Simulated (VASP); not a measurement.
# Tb2N (I4/mmm) in VASP: a series of runs, part 2 of 2

VASP 6.6.1. The steps go on from the part before.

**5. Single point, PBE**

This run uses another cell than the first one, of 19.26 Å³/atom.

INCAR

```
SYSTEM = Tb2N
PREC = Accurate
ENCUT = 600
EDIFF = 1E-6
ISMEAR = 0
SIGMA = 0.1
LREAL = .False.
LASPH = .True.
NELM = 200
ALGO = Normal
ISIF = 2
LWAVE = .False.
LCHARG = .False.
GGA = PE
NBANDS = 18
GGA_COMPAT = .False.
LMAXMIX = 6
```

KPOINTS

```
Automatic mesh
0
Gamma
  20 20 20
  0 0 0
```

POSCAR

```
Tb2N
1.0
   -1.5604949833      1.5604949833      5.9328575118
    1.5604949833     -1.5604949833      5.9328575118
    1.5604949833      1.5604949833     -5.9328575118
Tb N
2 1
Direct
    0.6187327232      0.6187327232      0.0000000000
    0.3812672768      0.3812672768      0.0000000000
    0.0000000000      0.0000000000      0.0000000000
```

Potentials or basis: VASP PAW PBE potentials, release 64 (Tb_3, N), 4f in core.

The run is started by

```sh
$ cat potpaw_PBE.64/Tb_3/POTCAR potpaw_PBE.64/N/POTCAR > POTCAR
$ mpirun -np 1 vasp_std > vasp.out
```

OUTCAR:

```text
SYSTEM = Tb2N
   PREC = Accurate
   ENCUT = 600
   EDIFF = 1E-6
   ISMEAR = 0
   LREAL = .False.
   LASPH = .True.
   NELM = 200
   ISIF = 2
   GGA = PE

 ion  position               nearest neighbor table
   1  0.619  0.619  0.000-   3 2.62   3 2.62   3 2.62   3 2.62   2 2.82
   2  0.381  0.381  0.000-   3 2.62   3 2.62   3 2.62   3 2.62   1 2.82
   3  0.000  0.000  0.000-   1 2.62   1 2.62   1 2.62   2 2.62   1 2.62   2 2.62   2 2.62   2 2.62

  LATTYP: Found a body centered tetragonal cell.
 ALAT       =     3.1209899666
 C/A-ratio  =     3.8019074558

  Lattice vectors:

[... 695 lines left out ...]

  FORCE on cell =-STRESS in cart. coord.  units (eV):
  Direction    XX          YY          ZZ          XY          YZ          ZX
  --------------------------------------------------------------------------------------
  -------------------------------------------------------------------------------------
  Total        0.0570099      0.0570099      0.0979529      0.0000000     -0.0000000      0.0000000
  in kB        1.5805658      1.5805658      2.7156841      0.0000000     -0.0000000      0.0000000
  external PRESSURE =       1.9589385 kB  Pullay stress =       0.0000000 kB

 VOLUME and BASIS-vectors are now :
 -----------------------------------------------------------------------------
  energy-cutoff  :      600.00
  volume of cell :       57.79
      direct lattice vectors                 reciprocal lattice vectors
    -1.560494983  1.560494983  5.932857512     0.000000000  0.320411155  0.084276421
     1.560494983 -1.560494983  5.932857512     0.320411155  0.000000000  0.084276421
     1.560494983  1.560494983 -5.932857512     0.320411155  0.320411155  0.000000000

 POSITION                                       TOTAL-FORCE (eV/Angst)
 -----------------------------------------------------------------------------------
      0.00000      0.00000      7.34171         0.000000      0.000000      0.002387
      0.00000      0.00000      4.52401        -0.000000     -0.000000     -0.002387
      0.00000      0.00000      0.00000        -0.000000     -0.000000     -0.000000
 -----------------------------------------------------------------------------------
    total drift:                                0.000000     -0.000000      0.000000

  FREE ENERGIE OF THE ION-ELECTRON SYSTEM (eV)
  ---------------------------------------------------
  free  energy   TOTEN  =       -18.6703281355 eV

  energy  without entropy=      -18.6598944264  energy(sigma->0) =      -18.66511128
```

OSZICAR:

```text
N       E                     dE             d eps       ncg     rms          rms(c)
DAV:   1     0.959490155664E+02    0.95949E+02   -0.11688E+04 23092   0.130E+03
DAV:   2    -0.964085606782E+01   -0.10559E+03   -0.10301E+03 23496   0.323E+02
DAV:   3    -0.206978860384E+02   -0.11057E+02   -0.10810E+02 31332   0.575E+01
DAV:   4    -0.209466605099E+02   -0.24877E+00   -0.24777E+00 29068   0.857E+00
DAV:   5    -0.209498714836E+02   -0.32110E-02   -0.32075E-02 32448   0.937E-01    0.283E+01
DAV:   6    -0.189156997410E+02    0.20342E+01   -0.19954E+01 29694   0.202E+01    0.226E+01
DAV:   7    -0.186922970343E+02    0.22340E+00   -0.26760E+00 28546   0.770E+00    0.140E+01
DAV:   8    -0.186776988569E+02    0.14598E-01   -0.35372E-01 27836   0.393E+00    0.309E+00
DAV:   9    -0.186711268905E+02    0.65720E-02   -0.33990E-02 27778   0.113E+00    0.433E-01
DAV:  10    -0.186703803812E+02    0.74651E-03   -0.43207E-03 27752   0.492E-01    0.167E-01
DAV:  11    -0.186703277797E+02    0.52601E-04   -0.78322E-04 28846   0.213E-01    0.448E-02
DAV:  12    -0.186703282251E+02   -0.44535E-06   -0.78541E-05 29494   0.613E-02    0.105E-02
DAV:  13    -0.186703281355E+02    0.89574E-07   -0.49102E-06 29854   0.152E-02
   1 F= -.18670328E+02 E0= -.18665111E+02  d E =-.104337E-01
```

It took 40 min on 1 thread of Intel Xeon Platinum 8259CL at 2.50GHz (Skylake/Cascade Lake), shared host; peak memory 1 GiB.

Results:

| Item | Value |
| --- | --- |
| Free energy | -18.6703 eV |
| Pressure | 0.2 GPa |
| Band gap on the k mesh | zero (an odd number of electrons rules out a gap without spin polarisation) |

Forces in eV/Å, atoms in the order of the input:
```
Tb   0.000  0.000  0.002
Tb   0.000  0.000 -0.002
N    0.000  0.000  0.000
```

Levels at points of the mesh, in eV from the Fermi level:
| k point | band 7 | band 8 | band 9 | band 10 | band 11 | band 12 | band 13 | band 14 | band 15 | band 16 |
| --- | --- | --- | --- | --- | --- | --- | --- | --- | --- | --- |
| (0.00, 0.00, 0.00) | -13.80 | -4.75 | -2.84 | -1.88 | -1.88 | -0.98 | -0.53 | -0.10 | 2.77 | 5.02 |
| (0.50, 0.00, 0.00) | -13.17 | -4.72 | -2.43 | -2.07 | -1.18 | -0.52 | 0.23 | 0.75 | 3.33 | 4.02 |
| (0.50, 0.50, 0.00) | -13.30 | -4.68 | -4.46 | -4.45 | -0.32 | 0.73 | 1.64 | 2.14 | 2.77 | 4.37 |
| (0.50, 0.50, 0.50) | -13.73 | -5.22 | -1.93 | -1.93 | -1.34 | -1.13 | -0.82 | -0.03 | 3.37 | 4.29 |

Caveat: spin-orbit coupling is left out, which moves the levels of the heavy elements; the 4f electrons are frozen in the core, so they carry no moment and show no levels; the run has no spin polarisation, though such a crystal can be magnetic. Spin polarisation is off, so any magnetic state and its effect on volume and gap are missing.

**6. Summary**

| task | cell | k mesh | gap on the mesh (eV) | pressure (GPa) | largest force (eV/Å) |
| --- | --- | --- | --- | --- | --- |
| single point | a = 5.124 Å, angles 138.4, 138.4, 60.3°, 3 atoms, atomic positions A | 6 × 6 × 6 | none | -2.8 | 1.89 |
| single point | a = 6.312 Å, angles 151.3, 151.3, 41.1°, 3 atoms, atomic positions B | 6 × 6 × 6 | none | 0.1 | 0.01 |
| relaxation of cell and atoms | relaxed from a = 5.124 Å, angles 138.4, 138.4, 60.3°, 3 atoms, atomic positions A | 6 × 6 × 6 | none | 0.0 | 0.03 |
| single point | a = 6.330 Å, angles 151.5, 151.5, 40.8°, 3 atoms, atomic positions C | 20 × 20 × 20 | none | 0.2 | - |

Alike in all rows: level PBE; potentials or basis VASP PAW PBE potentials, release 64 (Tb_3, N), 4f in core; no spin polarisation; cutoff (eV) 600; smearing gaussian 0.1 eV.

Caveats: spin-orbit coupling is left out, which moves the levels of the heavy elements; the 4f electrons are frozen in the core, so they carry no moment and show no levels; the run has no spin polarisation, though such a crystal can be magnetic; forces of over 1 eV/Å act on the atoms, so gaps and moduli don't describe the material at rest (at least some runs); a cell axis changed by over 15 % at a fixed basis, so the end point is rough (at least some runs).

Total energies depend on the potentials used, so only differences within one code and one set of settings carry meaning.
